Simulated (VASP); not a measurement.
# P (R-3m) in VASP: settings compared

Aim: see how the results for P move with the level of theory and the settings. Levels: BHLYP, r2SCAN+rVV10. Tasks: single point.

All numbers are computed with VASP 6.6.1; they aren't measurements. Logs are shortened: lines on timing, memory, paths and dates and some standing lists are left out, and cuts for length are marked.

### Step 1. The cell of the first run

The structure is trigonal, space group R-3m (No. 166). The conventional cell has a = 3.472 Å, b = 3.472 Å, c = 9.444 Å, α = 90.00°, β = 90.00°, γ = 120.00°. Within 3.0 Å of P (site symmetry 3m) lie 6 P at 2.31 to 2.84 Å.

### Step 2. Single point, BHLYP

POSCAR reads:

```
P
1.0
    1.7357906108      1.0021591764      3.1479341260
   -1.7357906108      1.0021591764      3.1479341260
    0.0000000000     -2.0043183528      3.1479341260
P
2
Direct
    0.7729197500      0.7729197500      0.7729197500
    0.2270802500      0.2270802500      0.2270802500
```

INCAR.step1 reads:

```
SYSTEM = P
PREC = Accurate ; ENCUT = 520
EDIFF = 1E-5 ; ISMEAR = 1
SIGMA = 0.1 ; LREAL = .FALSE.
LASPH = .TRUE. ; NELM = 80
ALGO = Normal ; ISIF = 2
LWAVE = .TRUE. ; LCHARG = .FALSE.
NBANDS = 12 ; GGA = PE
```

INCAR.step2 reads:

```
SYSTEM = P
PREC = Accurate ; ENCUT = 520
EDIFF = 1E-7 ; ISMEAR = 1
SIGMA = 0.1 ; LREAL = .FALSE.
LASPH = .TRUE. ; NELM = 80
ALGO = Normal ; ISIF = 2
LWAVE = .FALSE. ; LCHARG = .FALSE.
GGA = B5 ; LHFCALC = .TRUE.
AEXX = 0.5 ; ALDAX = 0.5
AGGAX = 0.5 ; AGGAC = 1.0
ALDAC = 0.0 ; PRECFOCK = Normal
NBANDS = 12 ; ISTART = 1
```

KPOINTS reads:

```
regular mesh
0
G
  5 5 5
  0 0 0
```

Potentials or basis: VASP PAW PBE potentials, release 64 (P).

Started as:

```
$ cat potpaw_PBE.64/P/POTCAR > POTCAR
$ cp INCAR.step1 INCAR
$ mpirun -np 1 vasp_std > vasp.out
$ cp INCAR.step2 INCAR
$ mpirun -np 1 vasp_std > vasp.out
```

OUTCAR:

```text
SYSTEM = P
   PREC = Accurate
   ENCUT = 520
   EDIFF = 1E-7
   ISMEAR = 1
   LREAL = .FALSE.
   LASPH = .TRUE.
   NELM = 80
   ISIF = 2
   GGA = B5
   LHFCALC = .TRUE.
   AEXX = 0.5
   PRECFOCK = Normal
   ISTART = 1

 ion  position               nearest neighbor table
   1  0.773  0.773  0.773-   2 2.31   2 2.31   2 2.31   2 2.84   2 2.84   2 2.84
   2  0.227  0.227  0.227-   1 2.31   1 2.31   1 2.31   1 2.84   1 2.84   1 2.84

  LATTYP: Found a trigonal (rhomboedric) cell.
 ALAT       =     3.7318603030
 COS(alpha) =     0.5673129383

  Lattice vectors:

 A1 = (   1.7357906108,   1.0021591764,   3.1479341260)
 A2 = (  -1.7357906108,   1.0021591764,   3.1479341260)
 A3 = (   0.0000000000,  -2.0043183528,   3.1479341260)

Analysis of symmetry for initial positions (statically):
=====================================================================
 Subroutine PRICEL returns:
 Original cell was already a primitive cell.

 Routine SETGRP: Setting up the symmetry group for a
 trigonal (rhombohedral) supercell.

 Subroutine GETGRP returns: Found 12 space group operations
 (whereof 12 operations were pure point group operations)
 out of a pool of 12 trial point group operations.

The static configuration has the point symmetry D_3d.

Analysis of symmetry for dynamics (positions and initial velocities):
=====================================================================
 Subroutine PRICEL returns:
 Original cell was already a primitive cell.

 Routine SETGRP: Setting up the symmetry group for a
 trigonal (rhombohedral) supercell.

 Subroutine GETGRP returns: Found 12 space group operations
 (whereof 12 operations were pure point group operations)
 out of a pool of 12 trial point group operations.

The dynamic configuration has the point symmetry D_3d.

 Subroutine INISYM returns: Found 12 space group operations
 (whereof 12 operations are pure point group operations),
 and found     1 'primitive' translations

----------------------------------------------------------------------------------------

                                     Primitive cell

  volume of cell :      32.8557

  direct lattice vectors                    reciprocal lattice vectors
     1.735790611  1.002159176  3.147934126     0.288053177  0.166307579  0.105889552
    -1.735790611  1.002159176  3.147934126    -0.288053177  0.166307579  0.105889552
     0.000000000 -2.004318353  3.147934126     0.000000000 -0.332615159  0.105889552

  length of vectors
     3.731860303  3.731860303  3.731860303     0.349063663  0.349063663  0.349063663

  position of ions in fractional coordinates (direct lattice)
     0.772919750  0.772919750  0.772919750
     0.227080250  0.227080250  0.227080250

  ion indices of the primitive-cell ions
   primitive index   ion index
                 1           1
                 2           2

----------------------------------------------------------------------------------------

 KPOINTS: regular mesh

Automatic generation of k-mesh.
 Grid dimensions read from file:
 generate k-points for:    5    5    5

 Generating k-lattice:

  Cartesian coordinates                     Fractional coordinates (reciprocal lattice)
     0.057610635  0.033261516  0.021177910     0.200000000  0.000000000  0.000000000
    -0.057610635  0.033261516  0.021177910     0.000000000  0.200000000  0.000000000
     0.000000000 -0.066523032  0.021177910     0.000000000  0.000000000  0.200000000

  Length of vectors
     0.069812733  0.069812733  0.069812733

  Shift w.r.t. Gamma in fractional coordinates (k-lattice)
     0.000000000  0.000000000  0.000000000

 Subroutine IBZKPT returns following result:
 ===========================================

 Found     19 irreducible k-points:

 Following reciprocal coordinates:
            Coordinates               Weight
  0.000000  0.000000  0.000000      1.000000
  0.200000  0.000000  0.000000      6.000000
  0.400000  0.000000 -0.000000      6.000000
  0.200000  0.200000  0.000000      6.000000
  0.400000  0.200000 -0.000000     12.000000
 -0.400000  0.200000  0.000000     12.000000
[... 11 lines left out ...]
  0.400000  0.400000  0.400000      2.000000
 -0.400000  0.400000  0.400000      6.000000
   k-points           NKPTS =     19   k-points in BZ     NKDIM =    125   number of bands    NBANDS=     12
   number of dos      NEDOS =    301   number of ions     NIONS =      2
   total plane-waves  NPLWV =  21952
   dimension x,y,z NGX =    28 NGY =   28 NGZ =   28
   dimension x,y,z NGXF=    56 NGYF=   56 NGZF=   56
   ions per type =               2
   NGX,Y,Z   is equivalent  to a cutoff of  12.47, 12.47, 12.47 a.u.
   NGXF,Y,Z  is equivalent  to a cutoff of  24.95, 24.95, 24.95 a.u.
 SYSTEM =  P
   PREC   = accura    normal or accurate (medium, high low for compatibility)
   ISTART =      1    job   : 0-new  1-cont  2-samecut
   ICHARG =      0    charge: 1-file 2-atom 10-const
   ISPIN  =      1    spin polarized calculation?
   LNONCOLLINEAR =      F non collinear calculations
   LSORBIT =      F    spin-orbit coupling
   LASPH  =      T    aspherical Exc in radial PAW
   ENCUT  =  520.0 eV  38.22 Ry    6.18 a.u.   6.94  6.94  6.94*2*pi/ulx,y,z
   NELM   =     80;   NELMIN=  2; NELMDL=  0     # of ELM steps
   EDIFF  = 0.1E-06   stopping-criterion for ELM
   LREAL  =      F    real-space projection
   EDIFFG = 0.1E-05   stopping-criterion for IOM
   NSW    =      0    number of steps for IOM
   IBRION =     -1    ionic relax: 0-MD 1-quasi-New 2-CG
   NFREE  =      0    steps in history (QN), initial steepest desc. (CG)
   ISIF   =      2    stress and relaxation
   ISYM   =      3    0-nonsym 1-usesym 2-fastsym
   POTIM  = 0.5000    time-step for ionic-motion
   TEBEG  =    0.0;   TEEND  =   0.0 temperature during run
   PSTRESS=    0.0 pullay stress
   NELECT =      10.0000    total number of electrons
   NUPDOWN=      -1.0000    fix difference up-down
   EMIN   =  10.00;   EMAX   =-10.00  energy-range for DOS
   EFERMI =   0.00;   METHOD = LEGACY
   ISMEAR =     1;   SIGMA  =   0.10  broadening in eV -4-tet -1-fermi 0-gaus
   EFERMI_NEDOS =   21; number of points for ismear=-14 and -15
   IALGO  =     38    algorithm
   IMIX   =      1    mixing-type and parameters
     AMIX     =   0.40;   BMIX     =  1.00
     AMIX_MAG =   1.60;   BMIX_MAG =  1.00
  volume/ion in A,a.u.               =      16.43       110.86
  Fermi-wavevector in a.u.,A,eV,Ry     =   1.101213  2.080990 16.499367  1.212669
  Thomas-Fermi vector in A             =   2.237636
   LORBIT       =      0    0 simple, 1 ext, 2 COOP (PROOUT), +10 PAW based schemes
   GGA     = B5    functional components
   LHFCALC =     T    Hartree Fock is set to
   PRECFOCK=normal    Normal, Fast or Accurate (Low or Medium for compatibility)
   ENCUT4O =  -1.0   cutoff for four orbital integrals eV
   NKREDX  =     1    reduce k-point grid by
   NKREDY  =     1    reduce k-point grid by
   NKREDZ  =     1    reduce k-point grid by
   AEXX    =    0.5000 exact exchange contribution
   HFSCREEN=    0.0000 screening length (either q_TF or 0.3 A-1)
   HFSCREENC=   0.0000 screening length for correlation (either q_TF or 0.3 A-1)
   ENCUTFOCK=  -1.0 apply spherical cutoff to Coloumb kernel
   IVDW    =     0    specifies the selected vdW correction
   LEPSILON=     F    determine dielectric tensor
   LRPA    =     F    only Hartree local field effects (RPA)
 non-spin polarized calculation
 Methfessel and Paxton  Order N= 1 SIGMA  =   0.10
  energy-cutoff  :      520.00
  volume of cell :       32.86
 maximum number of plane-waves:       900
  NGX = 24; NGY = 24; NGZ = 24

 number of electron      10.0000000 magnetization

 Free energy of the ion-electron system (eV)
  ---------------------------------------------------
  ext. energy  EPLUGINS =         0.00000000
  ---------------------------------------------------
  free energy    TOTEN  =       -15.53187411 eV

  energy without entropy =      -15.53067937  energy(sigma->0) =      -15.53147586

 E-fermi :  10.1260     XC(G=0):  -5.5078

 val. band max:        8.3395379582   @ k =   0.4000   0.2000   0.2000
 cond. band min:      10.1461587506   @ k =   0.4000   0.0000  -0.0000
 fundamental gap:      1.8066207924
 Fermi energy:        10.1260186243

 k-point     1 :       0.0000    0.0000    0.0000
  band No.  band energies     occupation
      1     -12.0408      2.00000
      2       3.4163      2.00000
      3       4.0424      2.00000
      4       4.3721      2.00000
      5       4.3721      2.00000
      6      12.1911      0.00000
      7      13.7292      0.00000
      8      13.7292      0.00000
      9      17.2322      0.00000
     10      17.2322      0.00000
     11      18.5183      0.00000
     12      18.6719      0.00000

 k-point     2 :       0.2000    0.0000    0.0000
  band No.  band energies     occupation
      1     -11.2848      2.00000
      2      -0.5581      2.00000
      3       3.8280      2.00000
      4       3.9223      2.00000
      5       6.1455      2.00000
      6      12.3050      0.00000
      7      12.9280      0.00000
      8      13.1857      0.00000
      9      16.0848      0.00000
     10      17.1003      0.00000
     11      17.1127      0.00000
     12      22.6282      0.00000

 k-point     3 :       0.4000    0.0000   -0.0000
  band No.  band energies     occupation
      1      -9.0936      2.00000
      2      -5.1646      2.00000
      3       3.3636      2.00000
      4       3.7821      2.00000
      5       7.1131      2.00000
      6      10.1462      0.66667
      7      10.9860     -0.00000
      8      11.3442     -0.00000
      9      19.0126      0.00000
     10      20.7025      0.00000
     11      21.1430      0.00000
     12      24.0071      0.00000
[... 211 lines left out ...]
 k-point    18 :       0.4000    0.4000    0.4000
  band No.  band energies     occupation
      1     -10.1510      2.00000
      2      -4.7203      2.00000
      3       4.4634      2.00000
      4       4.4634      2.00000
      5      10.5160     -0.00000
      6      10.5160     -0.00000
      7      10.5764     -0.00000
      8      12.2260      0.00000
      9      19.5746      0.00000
     10      20.2830      0.00000
     11      20.2830      0.00000
     12      25.0283      0.00000

 k-point    19 :      -0.4000    0.4000    0.4000
  band No.  band energies     occupation
      1      -9.1916      2.00000
      2      -4.8187      2.00000
      3       0.6810      2.00000
      4       3.3829      2.00000
      5       6.5408      2.00000
      6      11.9995     -0.00000
      7      13.2740      0.00000
      8      15.8309      0.00000
      9      18.5315      0.00000
     10      20.1900      0.00000
     11      21.1412      0.00000
     12      24.5157      0.00000

------------------------ aborting loop because EDIFF is reached ----------------------------------------

  FORCE on cell =-STRESS in cart. coord.  units (eV):
  Direction    XX          YY          ZZ          XY          YZ          ZX
  --------------------------------------------------------------------------------------
  -------------------------------------------------------------------------------------
  Total       -0.1958459     -0.1958459      0.8129088      0.0000000     -0.0000000      0.0000000
  in kB       -9.5502366     -9.5502366     39.6407159      0.0000000     -0.0000000      0.0000000
  external PRESSURE =       6.8467476 kB  Pullay stress =       0.0000000 kB

 VOLUME and BASIS-vectors are now :
 -----------------------------------------------------------------------------
  energy-cutoff  :      520.00
  volume of cell :       32.86
      direct lattice vectors                 reciprocal lattice vectors
     1.735790611  1.002159176  3.147934126     0.288053177  0.166307579  0.105889552
    -1.735790611  1.002159176  3.147934126    -0.288053177  0.166307579  0.105889552
     0.000000000 -2.004318353  3.147934126     0.000000000 -0.332615159  0.105889552

 POSITION                                       TOTAL-FORCE (eV/Angst)
 -----------------------------------------------------------------------------------
      0.00000      0.00000      7.29930         0.000000      0.000000      1.042281
      0.00000      0.00000      2.14450         0.000000      0.000000     -1.042281
 -----------------------------------------------------------------------------------
    total drift:                                0.000000     -0.000000     -0.000000

  FREE ENERGIE OF THE ION-ELECTRON SYSTEM (eV)
  ---------------------------------------------------
  free  energy   TOTEN  =       -15.5318741118 eV

  energy  without entropy=      -15.5306793693  energy(sigma->0) =      -15.53147586
```

Wall time 11 min (1 thread of Intel Xeon Platinum 8259CL at 2.50GHz (Skylake/Cascade Lake), shared host); peak memory 0.16 GiB.

What came out:

```
Free energy            : -15.5319 eV
Pressure               : 0.7 GPa
Largest force          : 1.042 eV/Å
Band gap on the k mesh : zero (bands 5 and 6 overlap by 0.37 eV)
```

Forces in eV/Å, atoms in the order of the input:
```
P    0.000  0.000  1.042
P    0.000  0.000 -1.042
```

Stress tensor (GPa, compression positive):
```
-0.96  0.00  0.00
 0.00 -0.96  0.00
 0.00  0.00  3.96
```

Caveat: the k points lie up to 0.44 Å⁻¹ apart; the PAW data sets were made with another functional, which shifts forces and pressure a little.

(Part 1 of 2 ends here.)
